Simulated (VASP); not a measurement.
# BaTiO3 (P4/mmm) in VASP: notebook

BaTiO3 is run at these levels: PBE; tasks: single point.

Program: VASP 6.6.1. These are calculated values, not measurements. Logs are shortened: lines on timing, memory, paths and dates and some standing lists are left out, and cuts for length are marked.

## (1) The cell of the first run

The structure is tetragonal, space group P4/mmm (No. 123). Conventional cell: a = 4.074 Å, b = 4.074 Å, c = 3.911 Å, α = 90.00°, β = 90.00°, γ = 90.00°. Ba (site symmetry 4/mmm) has 12 O at 2.82 to 2.88 Å and 8 Ti at 3.48 Å within 3.7 Å. Within 2.6 Å of Ti (site symmetry 4/mmm) lie 6 O at 1.96 to 2.04 Å. O (site symmetry 4/mmm) has 2 Ti at 1.96 Å within 2.6 Å. O (site symmetry mmm) has 2 Ti at 2.04 Å within 2.7 Å.

## (2) Single point, PBE

The input, INCAR:

```
PREC = Accurate
ENCUT = 520
EDIFF = 1E-7
ISMEAR = 0
SIGMA = 0.05
LREAL = False
LASPH = True
NELM = 80
ALGO = Normal
ISIF = 2
LWAVE = False
LCHARG = False
GGA = PE
NBANDS = 28
```

The input, KPOINTS:

```
regular mesh
0
Gamma
  8 8 8
```

The input, POSCAR:

```
BaTiO3
1.0
    4.0742966746      0.0000000000      0.0000000000
    0.0000000000      4.0742966746      0.0000000000
    0.0000000000      0.0000000000      3.9113729389
Ba Ti O
1 1 3
Direct
    0.0000000000      0.0000000000      0.0000000000
    0.5000000000      0.5000000000      0.5000000000
    0.5000000000      0.5000000000      0.0000000000
    0.5000000000      0.0000000000      0.5000000000
    0.0000000000      0.5000000000      0.5000000000
```

Potentials or basis: VASP PAW PBE potentials, release 64 (Ba_sv, Ti_sv, O).

Run with:

```
$ cat potpaw_PBE.64/Ba_sv/POTCAR potpaw_PBE.64/Ti_sv/POTCAR potpaw_PBE.64/O/POTCAR > POTCAR
$ mpirun -np 1 vasp_std > vasp.out
```

OUTCAR:

```text
PREC = Accurate
   ENCUT = 520
   EDIFF = 1E-7
   ISMEAR = 0
   LREAL = False
   LASPH = True
   NELM = 80
   ISIF = 2
   GGA = PE

 ion  position               nearest neighbor table
   1  0.000  0.000  0.000-   4 2.82   5 2.82   4 2.82   5 2.82   5 2.82   5 2.82   4 2.82   4 2.82
                             3 2.88   3 2.88   3 2.88   3 2.88   2 3.48   2 3.48   2 3.48   2 3.48
   2  0.500  0.500  0.500-   3 1.96   3 1.96   5 2.04   4 2.04   4 2.04   5 2.04   1 3.48   1 3.48
                             1 3.48   1 3.48   1 3.48   1 3.48   1 3.48   1 3.48
   3  0.500  0.500  0.000-   2 1.96   2 1.96   1 2.88   1 2.88   1 2.88   1 2.88
   4  0.500  0.000  0.500-   2 2.04   2 2.04   1 2.82   1 2.82   1 2.82   1 2.82
   5  0.000  0.500  0.500-   2 2.04   2 2.04   1 2.82   1 2.82   1 2.82   1 2.82

  LATTYP: Found a simple tetragonal cell.
 ALAT       =     4.0742966746
 C/A-ratio  =     0.9600118134

  Lattice vectors:

 A1 = (   4.0742966746,   0.0000000000,   0.0000000000)
 A2 = (   0.0000000000,   4.0742966746,   0.0000000000)
 A3 = (   0.0000000000,   0.0000000000,   3.9113729389)

Analysis of symmetry for initial positions (statically):
=====================================================================
 Subroutine PRICEL returns:
 Original cell was already a primitive cell.

 Routine SETGRP: Setting up the symmetry group for a
 simple tetragonal supercell.

 Subroutine GETGRP returns: Found 16 space group operations
 (whereof 16 operations were pure point group operations)
 out of a pool of 16 trial point group operations.

The static configuration has the point symmetry D_4h.

Analysis of symmetry for dynamics (positions and initial velocities):
=====================================================================
 Subroutine PRICEL returns:
 Original cell was already a primitive cell.

 Routine SETGRP: Setting up the symmetry group for a
 simple tetragonal supercell.

 Subroutine GETGRP returns: Found 16 space group operations
 (whereof 16 operations were pure point group operations)
 out of a pool of 16 trial point group operations.

The dynamic configuration has the point symmetry D_4h.

 Subroutine INISYM returns: Found 16 space group operations
 (whereof 16 operations are pure point group operations),
 and found     1 'primitive' translations

----------------------------------------------------------------------------------------

                                     Primitive cell

  volume of cell :      64.9284

  direct lattice vectors                    reciprocal lattice vectors
     4.074296675  0.000000000  0.000000000     0.245441135  0.000000000  0.000000000
     0.000000000  4.074296675  0.000000000     0.000000000  0.245441135  0.000000000
     0.000000000  0.000000000  3.911372939     0.000000000  0.000000000  0.255664703

  length of vectors
     4.074296675  4.074296675  3.911372939     0.245441135  0.245441135  0.255664703

  position of ions in fractional coordinates (direct lattice)
     0.000000000  0.000000000  0.000000000
     0.500000000  0.500000000  0.500000000
     0.500000000  0.500000000  0.000000000
     0.500000000  0.000000000  0.500000000
     0.000000000  0.500000000  0.500000000

  ion indices of the primitive-cell ions
   primitive index   ion index
                 1           1
                 2           2
                 3           3
                 4           4
                 5           5

----------------------------------------------------------------------------------------

 KPOINTS: regular mesh

Automatic generation of k-mesh.
 Grid dimensions read from file:
 generate k-points for:    8    8    8

 Generating k-lattice:

  Cartesian coordinates                     Fractional coordinates (reciprocal lattice)
     0.030680142  0.000000000  0.000000000     0.125000000  0.000000000  0.000000000
     0.000000000  0.030680142  0.000000000     0.000000000  0.125000000  0.000000000
     0.000000000  0.000000000  0.031958088     0.000000000  0.000000000  0.125000000

  Length of vectors
     0.030680142  0.030680142  0.031958088

  Shift w.r.t. Gamma in fractional coordinates (k-lattice)
     0.000000000  0.000000000  0.000000000

 Subroutine IBZKPT returns following result:
 ===========================================

 Found     75 irreducible k-points:

 Following reciprocal coordinates:
            Coordinates               Weight
  0.000000  0.000000  0.000000      1.000000
  0.125000  0.000000  0.000000      4.000000
  0.250000  0.000000  0.000000      4.000000
  0.375000  0.000000  0.000000      4.000000
  0.500000  0.000000  0.000000      2.000000
  0.125000  0.125000  0.000000      4.000000
[... 16 lines left out ...]
  0.375000  0.125000  0.125000     16.000000
  0.500000  0.125000  0.125000      8.000000
 [... further k-points ...]
   k-points           NKPTS =     75   k-points in BZ     NKDIM =     75   number of bands    NBANDS=     28
   number of dos      NEDOS =    301   number of ions     NIONS =      5
   total plane-waves  NPLWV =  27000
   dimension x,y,z NGX =    30 NGY =   30 NGZ =   30
   dimension x,y,z NGXF=    60 NGYF=   60 NGZF=   60
   ions per type =               1   1   3
   NGX,Y,Z   is equivalent  to a cutoff of  12.24, 12.24, 12.75 a.u.
   NGXF,Y,Z  is equivalent  to a cutoff of  24.48, 24.48, 25.50 a.u.
 SYSTEM =  unknown system
   PREC   = accura    normal or accurate (medium, high low for compatibility)
   ISTART =      0    job   : 0-new  1-cont  2-samecut
   ICHARG =      2    charge: 1-file 2-atom 10-const
   ISPIN  =      1    spin polarized calculation?
   LNONCOLLINEAR =      F non collinear calculations
   LSORBIT =      F    spin-orbit coupling
   LASPH  =      T    aspherical Exc in radial PAW
   ENCUT  =  520.0 eV  38.22 Ry    6.18 a.u.   7.58  7.58  7.27*2*pi/ulx,y,z
   NELM   =     80;   NELMIN=  2; NELMDL= -5     # of ELM steps
   EDIFF  = 0.1E-06   stopping-criterion for ELM
   LREAL  =      F    real-space projection
   EDIFFG = 0.1E-05   stopping-criterion for IOM
   NSW    =      0    number of steps for IOM
   IBRION =     -1    ionic relax: 0-MD 1-quasi-New 2-CG
   NFREE  =      0    steps in history (QN), initial steepest desc. (CG)
   ISIF   =      2    stress and relaxation
   ISYM   =      2    0-nonsym 1-usesym 2-fastsym
   POTIM  = 0.5000    time-step for ionic-motion
   TEBEG  =    0.0;   TEEND  =   0.0 temperature during run
   PSTRESS=    0.0 pullay stress
   NELECT =      40.0000    total number of electrons
   NUPDOWN=      -1.0000    fix difference up-down
   EMIN   =  10.00;   EMAX   =-10.00  energy-range for DOS
   EFERMI =   0.00;   METHOD = LEGACY
   ISMEAR =     0;   SIGMA  =   0.05  broadening in eV -4-tet -1-fermi 0-gaus
   EFERMI_NEDOS =   21; number of points for ismear=-14 and -15
   IALGO  =     38    algorithm
   IMIX   =      4    mixing-type and parameters
     AMIX     =   0.40;   BMIX     =  1.00
     AMIX_MAG =   1.60;   BMIX_MAG =  1.00
  volume/ion in A,a.u.               =      12.99        87.63
  Fermi-wavevector in a.u.,A,eV,Ry     =   1.392996  2.632381 26.401274  1.940439
  Thomas-Fermi vector in A             =   2.516685
   LORBIT       =      0    0 simple, 1 ext, 2 COOP (PROOUT), +10 PAW based schemes
   GGA     = PE    functional components
   LHFCALC =     F    Hartree Fock is set to
   AEXX    =    0.0000 exact exchange contribution
   IVDW    =     0    specifies the selected vdW correction
   LEPSILON=     F    determine dielectric tensor
   LRPA    =     F    only Hartree local field effects (RPA)
 non-spin polarized calculation
 Gauss-broadening in eV      SIGMA  =   0.05
  energy-cutoff  :      520.00
  volume of cell :       64.93
 maximum number of plane-waves:      1776
   NGX = 15   NGY = 15   NGZ = 15

 number of electron      40.0000000 magnetization

 Free energy of the ion-electron system (eV)
  ---------------------------------------------------
  ext. energy  EPLUGINS =         0.00000000
  ---------------------------------------------------
  free energy    TOTEN  =       -39.93836694 eV

  energy without entropy =      -39.93836694  energy(sigma->0) =      -39.93836694

 E-fermi :   4.1408     XC(G=0): -11.1933

 val. band max:        3.7744470641   @ k =   0.5000   0.5000   0.5000
 cond. band min:       5.4105935133   @ k =   0.0000   0.0000   0.0000
 fundamental gap:      1.6361464492
 Fermi energy:         4.1407881750

 k-point     1 :       0.0000    0.0000    0.0000
  band No.  band energies     occupation
      1     -52.9470      2.00000
      2     -29.1654      2.00000
      3     -29.1477      2.00000
      4     -29.1477      2.00000
      5     -21.1073      2.00000
      6     -13.1852      2.00000
[... 20 lines left out ...]
     27       8.9881      0.00000
     28      11.0025      0.00000

 k-point     2 :       0.1250    0.0000    0.0000
  band No.  band energies     occupation
      1     -52.9469      2.00000
      2     -29.1652      2.00000
      3     -29.1538      2.00000
      4     -29.1475      2.00000
      5     -21.0926      2.00000
      6     -13.2045      2.00000
[... 20 lines left out ...]
     27       9.2702      0.00000
     28      11.3550      0.00000

 k-point     3 :       0.2500    0.0000    0.0000
  band No.  band energies     occupation
      1     -52.9466      2.00000
      2     -29.1684      2.00000
      3     -29.1646      2.00000
      4     -29.1470      2.00000
      5     -21.0569      2.00000
      6     -13.2760      2.00000
[... 20 lines left out ...]
     27       9.9901      0.00000
     28      12.1278      0.00000

 k-point     4 :       0.3750    0.0000    0.0000
  band No.  band energies     occupation
      1     -52.9464      2.00000
      2     -29.1830      2.00000
      3     -29.1641      2.00000
      4     -29.1464      2.00000
      5     -21.0206      2.00000
      6     -13.3704      2.00000
[... 578 lines left out ...]
     27      10.4550      0.00000
     28      11.9720      0.00000

 k-point    23 :       0.3750    0.1250    0.1250
  band No.  band energies     occupation
      1     -52.9460      2.00000
      2     -29.1821      2.00000
      3     -29.1738      2.00000
      4     -29.1519      2.00000
      5     -20.9962      2.00000
      6     -13.2363      2.00000
[... 20 lines left out ...]
     27      11.2436      0.00000
     28      12.3918      0.00000

 k-point    24 :       0.5000    0.1250    0.1250
  band No.  band energies     occupation
      1     -52.9459      2.00000
      2     -29.1881      2.00000
      3     -29.1736      2.00000
      4     -29.1517      2.00000
      5     -20.9826      2.00000
      6     -13.2665      2.00000
[... 20 lines left out ...]
     27      11.5852      0.00000
     28      12.5419      0.00000

 [... further k-points ...]

------------------------ aborting loop because EDIFF is reached ----------------------------------------

  FORCE on cell =-STRESS in cart. coord.  units (eV):
  Direction    XX          YY          ZZ          XY          YZ          ZX
  --------------------------------------------------------------------------------------
  -------------------------------------------------------------------------------------
  Total       -0.2320381     -0.2320381      3.0274309      0.0000000     -0.0000000      0.0000000
  in kB       -5.7257902     -5.7257902     74.7051083      0.0000000     -0.0000000      0.0000000
  external PRESSURE =      21.0845093 kB  Pullay stress =       0.0000000 kB

 VOLUME and BASIS-vectors are now :
 -----------------------------------------------------------------------------
  energy-cutoff  :      520.00
  volume of cell :       64.93
      direct lattice vectors                 reciprocal lattice vectors
     4.074296675  0.000000000  0.000000000     0.245441135  0.000000000  0.000000000
     0.000000000  4.074296675  0.000000000     0.000000000  0.245441135  0.000000000
     0.000000000  0.000000000  3.911372939     0.000000000  0.000000000  0.255664703

 POSITION                                       TOTAL-FORCE (eV/Angst)
 -----------------------------------------------------------------------------------
      0.00000      0.00000      0.00000         0.000000      0.000000      0.000000
      2.03715      2.03715      1.95569         0.000000      0.000000      0.000000
      2.03715      2.03715      0.00000         0.000000      0.000000      0.000000
      2.03715      0.00000      1.95569         0.000000      0.000000      0.000000
      0.00000      2.03715      1.95569         0.000000      0.000000      0.000000
 -----------------------------------------------------------------------------------
    total drift:                                0.000000      0.000000     -0.000000

  FREE ENERGIE OF THE ION-ELECTRON SYSTEM (eV)
  ---------------------------------------------------
  free  energy   TOTEN  =       -39.9383669390 eV

  energy  without entropy=      -39.9383669390  energy(sigma->0) =      -39.93836694
```

It took 3.6 min on 1 thread of Intel Xeon 8259CL, shared host; peak memory 0.27 GiB.

Results:

| Property | Result |
| --- | --- |
| Free energy | -39.9384 eV |
| Pressure | 2.1 GPa |
| Band gap on the k mesh | 1.64 eV (least direct gap 1.80 eV) |

Levels at points of the mesh, in eV from the valence-band top:
| k point | band 16 | band 17 | band 18 | band 19 | band 20 | band 21 | band 22 | band 23 | band 24 | band 25 |
| --- | --- | --- | --- | --- | --- | --- | --- | --- | --- | --- |
| (0.00, 0.00, 0.00) | -1.14 | -1.01 | -0.21 | -0.21 | -0.16 | 1.64 | 1.71 | 1.71 | 3.64 | 3.92 |
| (0.50, 0.00, 0.00) | -1.89 | -1.70 | -1.70 | -0.76 | -0.71 | 1.85 | 3.27 | 3.29 | 3.84 | 5.73 |
| (0.50, 0.50, 0.00) | -2.50 | -1.77 | -1.14 | -1.14 | -0.21 | 3.29 | 3.29 | 3.66 | 4.89 | 7.19 |
| (0.00, 0.00, 0.50) | -2.16 | -1.93 | -1.89 | -0.78 | -0.78 | 1.82 | 3.62 | 3.62 | 3.65 | 5.90 |
| (0.50, 0.00, 0.50) | -2.66 | -1.75 | -0.81 | -0.80 | -0.11 | 3.28 | 3.63 | 3.91 | 4.48 | 7.58 |
| (0.50, 0.50, 0.50) | -2.61 | -2.20 | -0.09 | 0.00 | 0.00 | 3.92 | 4.13 | 4.13 | 6.50 | 6.68 |

Caveat: spin-orbit coupling is left out, which moves the levels of the heavy elements. A k mesh can miss the band edges.

## (3) Single point, PBE

This run uses another cell than the first one, of the same volume but with other edges.

The input, INCAR:

```
PREC = Accurate
ENCUT = 520
EDIFF = 1E-7
ISMEAR = 0
SIGMA = 0.05
LREAL = F
LASPH = T
NELM = 80
ALGO = Normal
ISIF = 2
LWAVE = F
LCHARG = F
GGA = PE
NBANDS = 28
```

The input, KPOINTS:

```
Automatic mesh
0
Gamma
  8 8 8
```

Changes to POSCAR since step 2:

```diff
@@ -2,5 +2,5 @@
 1.0
-    4.0742966746      0.0000000000      0.0000000000
-    0.0000000000      4.0742966746      0.0000000000
-    0.0000000000      0.0000000000      3.9113729389
+    3.9543942030      0.0000000000      0.0000000000
+    0.0000000000      3.9543942030      0.0000000000
+    0.0000000000      0.0000000000      4.1521650075
 Ba Ti O
```

Potentials or basis: VASP PAW PBE potentials, release 64 (Ba_sv, Ti_sv, O).

Run with:

```
$ cat potpaw_PBE.64/Ba_sv/POTCAR potpaw_PBE.64/Ti_sv/POTCAR potpaw_PBE.64/O/POTCAR > POTCAR
$ mpirun -np 1 vasp_std > vasp.out
```

Run time: 3.5 min. Hardware: 1 thread of Intel Xeon 8259CL, shared host; peak memory 0.27 GiB.

The run converged. Its results:

```yaml
Free_energy: -39.9243 eV
Pressure: 2.3 GPa
Band_gap_on_the_k_mesh: 1.63 eV (least direct gap 1.83 eV)
```

Stress tensor (GPa, compression positive):
```
 5.13  0.00  0.00
 0.00  5.13  0.00
 0.00  0.00 -3.45
```

Levels at points of the mesh, in eV from the valence-band top:
| k point | band 16 | band 17 | band 18 | band 19 | band 20 | band 21 | band 22 | band 23 | band 24 | band 25 |
| --- | --- | --- | --- | --- | --- | --- | --- | --- | --- | --- |
| (0.00, 0.00, 0.00) | -1.07 | -1.07 | -0.26 | -0.20 | -0.20 | 1.63 | 1.63 | 1.71 | 3.56 | 3.94 |
| (0.50, 0.00, 0.00) | -2.05 | -2.02 | -1.89 | -0.84 | -0.76 | 1.80 | 3.48 | 3.51 | 3.64 | 5.86 |
| (0.50, 0.50, 0.00) | -2.93 | -1.76 | -0.68 | -0.68 | -0.06 | 3.49 | 3.49 | 3.95 | 4.28 | 7.84 |
| (0.00, 0.00, 0.50) | -1.94 | -1.54 | -1.54 | -0.75 | -0.75 | 1.83 | 3.10 | 3.10 | 3.95 | 5.56 |
| (0.50, 0.00, 0.50) | -2.49 | -1.79 | -1.10 | -1.08 | -0.24 | 3.11 | 3.51 | 3.72 | 4.73 | 7.24 |
| (0.50, 0.50, 0.50) | -2.37 | -2.37 | -0.08 | -0.08 | 0.00 | 3.97 | 3.97 | 4.18 | 6.48 | 6.48 |

Caveat: spin-orbit coupling is left out, which moves the levels of the heavy elements. A k mesh can miss the band edges.
